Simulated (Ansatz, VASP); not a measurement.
# Two plane-wave programs on Ta

File INCAR:

```
SYSTEM = Ta
ALGO     = Fast           ! electronic algorithm
EDIFF    = 1E-6           ! SCF threshold, eV
ENCUT    = 520            ! plane-wave cutoff, eV
GGA      = PS             ! functional
ISIF     = 2              ! what is computed and relaxed
ISMEAR   = 0              ! smearing method
LASPH    = .TRUE.         ! aspherical terms in the spheres
LCHARG   = .FALSE.        ! write CHGCAR
LREAL    = .FALSE.        ! projectors in reciprocal space
LWAVE    = .FALSE.        ! write WAVECAR
NBANDS   = 18             ! bands
NELM     = 100            ! most SCF steps
PREC     = Accurate       ! precision mode
SIGMA    = 0.15           ! smearing width, eV
```

The input KPOINTS:

```
k-points
0
G
  24 24 14
  0 0 0
```

The input POSCAR:

```
Ta
1.0
    2.8206864668      0.0000000000      0.0000000000
   -1.4103432334      2.4427861364      0.0000000000
    0.0000000000      0.0000000000      5.2597450108
Ta
2
Direct
    0.6666666667      0.3333333333      0.7500000000
    0.3333333333      0.6666666667      0.2500000000
```

Input for Ansatz:

```yaml
crystal:
  lattice:
    - [2.8206864668, 0.0, 0.0]
    - [-1.4103432334, 2.4427861364, 0.0]
    - [0.0, 0.0, 5.2597450108]
  atoms:
    - { symbol: Ta, position: [0.6666666667, 0.3333333333, 0.75] }
    - { symbol: Ta, position: [0.3333333333, 0.6666666667, 0.25] }
basis:
  ecutwfc: 420
kpoints:
  mp_grid: { grid: [24, 24, 14] }
hamiltonian:
  xc: pbesol
scf:
  occupations: { method: gaussian, width: 0.15 }
output:
  forces: true
  stress: true
  eigenvalues: true
```

Alike in both runs: task single point; functional PBEsol; k mesh 24 × 24 × 14; occupations gaussian, width 0.15 eV; no spin polarisation.

```csv
,VASP,Ansatz
version,VASP 6.6.1,Ansatz 0.2.0
potentials or method,"VASP PAW PBE potentials, release 64 (Ta_pv), cutoff 520 eV","scalar-relativistic, plane waves, PAW"
valence electrons in the cell,22,26
```

VASP gave:

- gap on the k mesh at the Fermi level (eV): none
- pressure (GPa): 1.0
- traceless stress, the component that is largest in VASP (GPa): -7.36

Problem. What did Ansatz give for the same quantities?

Solution. gap on the k mesh at the Fermi level (eV): none; pressure (GPa): 0.8; traceless stress, the component that is largest in VASP (GPa): -7.31.

VASP's potentials were made for PBE, not for PBEsol. A gap of «none» marks a metal or a gap that the smearing closes. The functional is the same, so the differences come from potentials, cutoffs and numerics. VASP's potentials hold 22 valence electrons a cell and Ansatz's 26, so a difference there can come from the potentials and not from the codes.

Neither program's run includes spin-orbit coupling.
